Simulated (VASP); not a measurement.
# Ti4RuC (P-3m1) in VASP: further runs

Runs on Ti4RuC. Level: PBE. Tasks: single point, relaxation of cell and atoms.

Everything below comes from runs of VASP 6.6.1. Logs are shortened: lines on timing, memory, paths and dates and some standing lists are left out, and cuts for length are marked.

## 1. The cell of the first run

Symmetry: P-3m1, No. 164, trigonal system. Conventional cell: a = 3.029 Å, b = 3.029 Å, c = 11.100 Å, α = 90.00°, β = 90.00°, γ = 120.00°. Ti (site symmetry 3m) has 3 C at 2.12 Å within 2.8 Å. Within 3.4 Å of Ti (site symmetry 3m) lie 3 Ru at 2.57 Å and 9 Ti at 3.02 to 3.03 Å. Ru (site symmetry -3m) has 6 Ti at 2.57 Å and 6 Ru at 3.03 Å within 3.4 Å. Within 2.8 Å of C (site symmetry -3m) lie 6 Ti at 2.12 Å.

## 2. Single point, PBE

The input, INCAR:

```
SYSTEM = Ti4RuC
ALGO = Normal
EDIFF = 1E-6
ENCUT = 520
GGA = PE
ISIF = 2
ISMEAR = 0
LASPH = .True.
LCHARG = .False.
LREAL = .False.
LWAVE = .False.
NBANDS = 42
NELM = 100
PREC = Accurate
SIGMA = 0.2
```

The input, KPOINTS:

```
k-points
0
Gamma
  6 6 2
  0 0 0
```

The input, POSCAR:

```
Ti4RuC
1.0
    3.0286789355      0.0000000000      0.0000000000
   -1.5143394677      2.6229128980      0.0000000000
    0.0000000000      0.0000000000     11.1003684647
Ti Ru C
4 1 1
Direct
    0.3333333333      0.6666666667      0.6077396991
    0.6666666667      0.3333333333      0.3922603009
    0.3333333333      0.6666666667      0.1701690502
    0.6666666667      0.3333333333      0.8298309498
    0.0000000000      0.0000000000      0.0000000000
    0.0000000000      0.0000000000      0.5000000000
```

Potentials or basis: VASP PAW PBE potentials, release 64 (Ti_sv, Ru_pv, C).

On the command line:

```bash
$ cat potpaw_PBE.64/Ti_sv/POTCAR potpaw_PBE.64/Ru_pv/POTCAR potpaw_PBE.64/C/POTCAR > POTCAR
$ mpirun -np 1 vasp_std > vasp.out
```

OUTCAR:

```text
SYSTEM = Ti4RuC
   EDIFF = 1E-6
   ENCUT = 520
   GGA = PE
   ISIF = 2
   ISMEAR = 0
   LASPH = .True.
   LREAL = .False.
   NELM = 100
   PREC = Accurate

 ion  position               nearest neighbor table
   1  0.333  0.667  0.608-   6 2.12   6 2.12   6 2.12
   2  0.667  0.333  0.392-   6 2.12   6 2.12   6 2.12
   3  0.333  0.667  0.170-   5 2.57   5 2.57   5 2.57
   4  0.667  0.333  0.830-   5 2.57   5 2.57   5 2.57
   5  0.000  0.000  0.000-   3 2.57   4 2.57   3 2.57   4 2.57   4 2.57   3 2.57
   6  0.000  0.000  0.500-   1 2.12   2 2.12   1 2.12   2 2.12   2 2.12   1 2.12

  LATTYP: Found a hexagonal cell.
 ALAT       =     3.0286789355
 C/A-ratio  =     3.6650859008

  Lattice vectors:

 A1 = (   3.0286789355,   0.0000000000,   0.0000000000)
 A2 = (  -1.5143394677,   2.6229128980,   0.0000000000)
 A3 = (   0.0000000000,   0.0000000000,  11.1003684647)

Analysis of symmetry for initial positions (statically):
=====================================================================
 Subroutine PRICEL returns:
 Original cell was already a primitive cell.

 Routine SETGRP: Setting up the symmetry group for a
 hexagonal supercell.

 Subroutine GETGRP returns: Found 12 space group operations
 (whereof 12 operations were pure point group operations)
 out of a pool of 24 trial point group operations.

The static configuration has the point symmetry D_3d.

Analysis of symmetry for dynamics (positions and initial velocities):
=====================================================================
 Subroutine PRICEL returns:
 Original cell was already a primitive cell.

 Routine SETGRP: Setting up the symmetry group for a
 hexagonal supercell.

 Subroutine GETGRP returns: Found 12 space group operations
 (whereof 12 operations were pure point group operations)
 out of a pool of 24 trial point group operations.

The dynamic configuration has the point symmetry D_3d.

 Subroutine INISYM returns: Found 12 space group operations
 (whereof 12 operations are pure point group operations),
 and found     1 'primitive' translations

----------------------------------------------------------------------------------------

                                     Primitive cell

  volume of cell :      88.1809

  direct lattice vectors                    reciprocal lattice vectors
     3.028678935  0.000000000  0.000000000     0.330176959  0.190627756  0.000000000
    -1.514339468  2.622912898  0.000000000     0.000000000  0.381255512  0.000000000
     0.000000000  0.000000000 11.100368465     0.000000000  0.000000000  0.090087100

  length of vectors
     3.028678935  3.028678935 11.100368465     0.381255512  0.381255512  0.090087100

  position of ions in fractional coordinates (direct lattice)
     0.333333333  0.666666667  0.607739699
     0.666666667  0.333333333  0.392260301
     0.333333333  0.666666667  0.170169050
     0.666666667  0.333333333  0.829830950
     0.000000000  0.000000000  0.000000000
     0.000000000  0.000000000  0.500000000

  ion indices of the primitive-cell ions
   primitive index   ion index
                 1           1
                 2           2
                 3           3
                 4           4
                 5           5
                 6           6

----------------------------------------------------------------------------------------

 KPOINTS: k-points

Automatic generation of k-mesh.
 Grid dimensions read from file:
 generate k-points for:    6    6    2

 Generating k-lattice:

  Cartesian coordinates                     Fractional coordinates (reciprocal lattice)
     0.055029493  0.031771293  0.000000000     0.166666667  0.000000000  0.000000000
     0.000000000  0.063542585  0.000000000     0.000000000  0.166666667  0.000000000
     0.000000000  0.000000000  0.045043550     0.000000000  0.000000000  0.500000000

  Length of vectors
     0.063542585  0.063542585  0.045043550

  Shift w.r.t. Gamma in fractional coordinates (k-lattice)
     0.000000000  0.000000000  0.000000000

 Subroutine IBZKPT returns following result:
 ===========================================

 Found     14 irreducible k-points:

 Following reciprocal coordinates:
            Coordinates               Weight
  0.000000  0.000000  0.000000      1.000000
  0.166667  0.000000  0.000000      6.000000
  0.333333  0.000000  0.000000      6.000000
  0.500000  0.000000  0.000000      3.000000
  0.166667  0.166667  0.000000      6.000000
  0.333333  0.166667  0.000000     12.000000
  0.333333  0.333333  0.000000      2.000000
  0.000000  0.000000  0.500000      1.000000
  0.166667  0.000000  0.500000      6.000000
  0.333333  0.000000  0.500000      6.000000
  0.500000  0.000000  0.500000      3.000000
  0.166667  0.166667  0.500000      6.000000
  0.333333  0.166667  0.500000     12.000000
  0.333333  0.333333  0.500000      2.000000
   k-points           NKPTS =     14   k-points in BZ     NKDIM =     14   number of bands    NBANDS=     42
   number of dos      NEDOS =    301   number of ions     NIONS =      6
   total plane-waves  NPLWV =  48384
   dimension x,y,z NGX =    24 NGY =   24 NGZ =   84
   dimension x,y,z NGXF=    48 NGYF=   48 NGZF=  168
   ions per type =               4   1   1
   NGX,Y,Z   is equivalent  to a cutoff of  13.17, 13.17, 12.58 a.u.
   NGXF,Y,Z  is equivalent  to a cutoff of  26.35, 26.35, 25.16 a.u.
 SYSTEM =  Ti4RuC
   PREC   = accura    normal or accurate (medium, high low for compatibility)
   ISTART =      0    job   : 0-new  1-cont  2-samecut
   ICHARG =      2    charge: 1-file 2-atom 10-const
   ISPIN  =      1    spin polarized calculation?
   LNONCOLLINEAR =      F non collinear calculations
   LSORBIT =      F    spin-orbit coupling
   LASPH  =      T    aspherical Exc in radial PAW
   ENCUT  =  520.0 eV  38.22 Ry    6.18 a.u.   5.63  5.63 20.64*2*pi/ulx,y,z
   NELM   =    100;   NELMIN=  2; NELMDL= -5     # of ELM steps
   EDIFF  = 0.1E-05   stopping-criterion for ELM
   LREAL  =      F    real-space projection
   EDIFFG = 0.1E-04   stopping-criterion for IOM
   NSW    =      0    number of steps for IOM
   IBRION =     -1    ionic relax: 0-MD 1-quasi-New 2-CG
   NFREE  =      0    steps in history (QN), initial steepest desc. (CG)
   ISIF   =      2    stress and relaxation
   ISYM   =      2    0-nonsym 1-usesym 2-fastsym
   POTIM  = 0.5000    time-step for ionic-motion
   TEBEG  =    0.0;   TEEND  =   0.0 temperature during run
   PSTRESS=    0.0 pullay stress
   NELECT =      66.0000    total number of electrons
   NUPDOWN=      -1.0000    fix difference up-down
   EMIN   =  10.00;   EMAX   =-10.00  energy-range for DOS
   EFERMI =   0.00;   METHOD = LEGACY
   ISMEAR =     0;   SIGMA  =   0.20  broadening in eV -4-tet -1-fermi 0-gaus
   EFERMI_NEDOS =   21; number of points for ismear=-14 and -15
   IALGO  =     38    algorithm
   IMIX   =      4    mixing-type and parameters
     AMIX     =   0.40;   BMIX     =  1.00
     AMIX_MAG =   1.60;   BMIX_MAG =  1.00
  volume/ion in A,a.u.               =      14.70        99.18
  Fermi-wavevector in a.u.,A,eV,Ry     =   1.486385  2.808860 30.059900  2.209340
  Thomas-Fermi vector in A             =   2.599678
   LORBIT       =      0    0 simple, 1 ext, 2 COOP (PROOUT), +10 PAW based schemes
   GGA     = PE    functional components
   LHFCALC =     F    Hartree Fock is set to
   AEXX    =    0.0000 exact exchange contribution
   IVDW    =     0    specifies the selected vdW correction
   LEPSILON=     F    determine dielectric tensor
   LRPA    =     F    only Hartree local field effects (RPA)
 non-spin polarized calculation
 Gauss-broadening in eV      SIGMA  =   0.20
  energy-cutoff  :      520.00
  volume of cell :       88.18
 maximum number of plane-waves:      2405
 NGX is ok and might be reduce to    24
   NGX = 11   NGY = 11   NGZ = 41

 number of electron      66.0000005 magnetization

 Free energy of the ion-electron system (eV)
  ---------------------------------------------------
  ext. energy  EPLUGINS =         0.00000000
  ---------------------------------------------------
  free energy    TOTEN  =       -52.14271924 eV

  energy without entropy =      -52.01867582  energy(sigma->0) =      -52.08069753

 E-fermi :   8.8633     XC(G=0): -12.0292

 val. band max:        8.8210803491   @ k =   0.1667   0.1667   0.0000
 cond. band min:       8.8680903566   @ k =   0.5000   0.0000   0.0000
 fundamental gap:      0.0470100075
 Fermi energy:         8.8633190474

 k-point     1 :       0.0000    0.0000    0.0000
  band No.  band energies     occupation
      1     -47.9788      2.00000
      2     -47.9759      2.00000
      3     -47.7081      2.00000
      4     -47.6534      2.00000
      5     -33.7332      2.00000
      6     -33.4689      2.00000
[... 34 lines left out ...]
     41      10.8493      0.00000
     42      10.8659      0.00000

 k-point     2 :       0.1667    0.0000    0.0000
  band No.  band energies     occupation
      1     -47.9656      2.00000
      2     -47.9636      2.00000
      3     -47.6920      2.00000
      4     -47.6437      2.00000
      5     -33.7262      2.00000
      6     -33.5321      2.00000
[... 34 lines left out ...]
     41      10.5853      0.00000
     42      10.8029      0.00000

 k-point     3 :       0.3333    0.0000    0.0000
  band No.  band energies     occupation
      1     -47.9395      2.00000
      2     -47.9386      2.00000
      3     -47.6577      2.00000
      4     -47.6260      2.00000
      5     -33.7122      2.00000
      6     -33.6567      2.00000
[... 34 lines left out ...]
     41      11.2220      0.00000
     42      11.3455      0.00000

 k-point     4 :       0.5000    0.0000    0.0000
  band No.  band energies     occupation
      1     -47.9269      2.00000
      2     -47.9255      2.00000
      3     -47.6379      2.00000
      4     -47.6198      2.00000
      5     -33.7184      2.00000
      6     -33.7050      2.00000
[... 394 lines left out ...]
     41      10.9144      0.00000
     42      11.1532      0.00000

 k-point    13 :       0.3333    0.1667    0.5000
  band No.  band energies     occupation
      1     -47.9266      2.00000
      2     -47.9258      2.00000
      3     -47.6380      2.00000
      4     -47.6197      2.00000
      5     -33.7051      2.00000
      6     -33.6869      2.00000
[... 34 lines left out ...]
     41      11.2741      0.00000
     42      11.6143      0.00000

 k-point    14 :       0.3333    0.3333    0.5000
  band No.  band energies     occupation
      1     -47.9198      2.00000
      2     -47.9198      2.00000
      3     -47.6223      2.00000
      4     -47.6223      2.00000
      5     -33.7015      2.00000
      6     -33.6447      2.00000
[... 34 lines left out ...]
     41      11.2953      0.00000
     42      11.2953      0.00000

------------------------ aborting loop because EDIFF is reached ----------------------------------------

  FORCE on cell =-STRESS in cart. coord.  units (eV):
  Direction    XX          YY          ZZ          XY          YZ          ZX
  --------------------------------------------------------------------------------------
  -------------------------------------------------------------------------------------
  Total        0.0070279      0.0070279     -0.0220322      0.0000000      0.0000000      0.0000000
  in kB        0.1276917      0.1276917     -0.4003075      0.0000000      0.0000000      0.0000000
  external PRESSURE =      -0.0483081 kB  Pullay stress =       0.0000000 kB

 VOLUME and BASIS-vectors are now :
 -----------------------------------------------------------------------------
  energy-cutoff  :      520.00
  volume of cell :       88.18
      direct lattice vectors                 reciprocal lattice vectors
     3.028678935  0.000000000  0.000000000     0.330176959  0.190627756  0.000000000
    -1.514339468  2.622912898  0.000000000     0.000000000  0.381255512  0.000000000
     0.000000000  0.000000000 11.100368465     0.000000000  0.000000000  0.090087100

 POSITION                                       TOTAL-FORCE (eV/Angst)
 -----------------------------------------------------------------------------------
     -0.00000      1.74861      6.74613        -0.000000     -0.000000      0.035142
      1.51434      0.87430      4.35423        -0.000000      0.000000     -0.035142
     -0.00000      1.74861      1.88894         0.000000      0.000000      0.050723
      1.51434      0.87430      9.21143        -0.000000      0.000000     -0.050723
      0.00000      0.00000      0.00000         0.000000      0.000000      0.000000
      0.00000      0.00000      5.55018         0.000000      0.000000      0.000000
 -----------------------------------------------------------------------------------
    total drift:                                0.000000     -0.000000      0.000000

  FREE ENERGIE OF THE ION-ELECTRON SYSTEM (eV)
  ---------------------------------------------------
  free  energy   TOTEN  =       -52.1427192434 eV

  energy  without entropy=      -52.0186758205  energy(sigma->0) =      -52.08069753
```

Run time: 52 s. Hardware: 1 thread of AMD EPYC 9R45 (Zen 5), shared host; peak memory 0.2 GiB.

Results:

```
Free energy            : -52.1427 eV
Pressure               : 0.0 GPa
Largest force          : 0.051 eV/Å
Band gap on the k mesh : zero (bands 33 and 34 overlap by 0.96 eV)
```

Forces in eV/Å, atoms in the order of the input:
```
Ti   0.000  0.000  0.035
Ti   0.000  0.000 -0.035
Ti   0.000  0.000  0.051
Ti   0.000  0.000 -0.051
Ru   0.000  0.000  0.000
C    0.000  0.000  0.000
```

Caveat: the k points lie up to 0.40 Å⁻¹ apart, too coarse for converged energies and pressures of a metal.

## 3. Relaxation of cell and atoms, PBE

This run uses another cell than the first one, of 13.19 Å³/atom.

The input, INCAR:

```
  ALGO = Normal
  EDIFF = 1E-6
  EDIFFG = -0.08
  ENCUT = 600
  GGA = PE
  IBRION = 2
  ISIF = 3
  ISMEAR = 0
  LASPH = T
  LCHARG = F
  LREAL = F
  LWAVE = F
  NELM = 80
  NSW = 36
  PREC = Accurate
  SIGMA = 0.2
```

The input, KPOINTS:

```
k-points
0
Gamma
  6 6 2
```

The input, POSCAR:

```
Ti4RuC
1.0
    2.9000000000      0.0000000000      0.0000000000
   -1.4500000000      2.5114736700      0.0000000000
    0.0000000000      0.0000000000     10.8700000000
Ti Ru C
4 1 1
Direct
    0.3333333300      0.6666666700      0.6120000000
    0.6666666700      0.3333333300      0.3880000000
    0.3333333300      0.6666666700      0.1950000000
    0.6666666700      0.3333333300      0.8050000000
    0.0000000000      0.0000000000      0.0000000000
    0.0000000000      0.0000000000      0.5000000000
```

Potentials or basis: VASP PAW PBE potentials, release 64 (Ti_sv, Ru_pv, C).

On the command line:

```bash
$ cat potpaw_PBE.64/Ti_sv/POTCAR potpaw_PBE.64/Ru_pv/POTCAR potpaw_PBE.64/C/POTCAR > POTCAR
$ mpirun -np 1 vasp_std > vasp.out
```

Wall time 6.4 min (1 thread of AMD EPYC 9R45 (Zen 5), shared host); peak memory 0.22 GiB.

The run converged. Its results:

| Quantity | Value |
| --- | --- |
| Free energy | -52.1371 eV |
| Relaxed volume | 14.68 Å³/atom |
| Relaxed cell | a = 3.027 Å, b = 3.027 Å, c = 11.096 Å, α = 90.00°, β = 90.00°, γ = 120.00° |
| Space group after relaxing (to 0.1 Å) | P-3m1 (No. 164) |
| Energy gained by relaxing | 149.2 meV/atom |
| Ionic steps | 10 |
| Pressure after relaxing | 0.0 GPa |
| Largest force after relaxing | 0.010 eV/Å |
| Band gap on the k mesh | zero (bands 33 and 34 overlap by 0.97 eV) |

Forces on the atoms (eV/Å):
```
Ti   0.000  0.000 -0.010
Ti   0.000  0.000  0.010
Ti   0.000  0.000  0.006
Ti   0.000  0.000 -0.006
Ru   0.000  0.000  0.000
C    0.000  0.000  0.000
```

Stress tensor (GPa, compression positive):
```
 0.07  0.00  0.00
 0.00  0.07  0.00
 0.00  0.00 -0.14
```

The path:
```csv
step,energy change (eV),largest force (eV/Å),pressure (GPa),volume (Å³)
1,0.0000,1.9527,15.01,79.17
2,-0.3398,1.3056,-11.94,94.20
3,-0.5176,1.4558,-3.76,88.22
4,-0.7523,0.9043,-0.36,87.62
5,-0.7899,1.0874,2.55,87.22
6,-0.8649,0.4732,-1.16,89.82
7,-0.8682,0.5658,-0.67,89.40
8,-0.8907,0.1673,-0.14,88.45
9,-0.8926,0.0051,0.09,88.08
10,-0.8951,0.0098,0.00,88.08
```

Final structure:
```
Ti Ru C
1.0
     3.02746    0.00000    0.00000
    -1.51373    2.62186    0.00000
     0.00000    0.00000   11.09598
Ti Ru C
4 1 1
Direct
  0.33333 0.66667 0.60799
  0.66667 0.33333 0.39201
  0.33333 0.66667 0.17057
  0.66667 0.33333 0.82943
  0.00000 0.00000 0.00000
  0.00000 0.00000 0.50000
```

Levels at points of the mesh, in eV from the Fermi level:
```csv
k point,band 30,band 31,band 32,band 33,band 34,band 35,band 36,band 37
"(0.00, 0.00, 0.00)",-1.62,-1.37,-0.12,0.29,0.82,0.82,0.97,0.97
"(0.50, 0.00, 0.00)",-0.98,-0.75,0.01,0.03,0.23,0.60,0.89,1.43
"(0.00, 0.00, 0.50)",-1.62,-0.93,-0.67,0.68,0.73,0.73,1.05,1.06
"(0.50, 0.00, 0.50)",-1.10,-0.66,0.01,0.06,0.18,0.60,0.85,1.22
```

Caveat: the k points lie up to 0.40 Å⁻¹ apart in the final cell, too coarse for converged energies and pressures of a metal.

[end of part 1 of 2]

The gap in the log of VASP goes by the Fermi energy; the results here count the filled bands.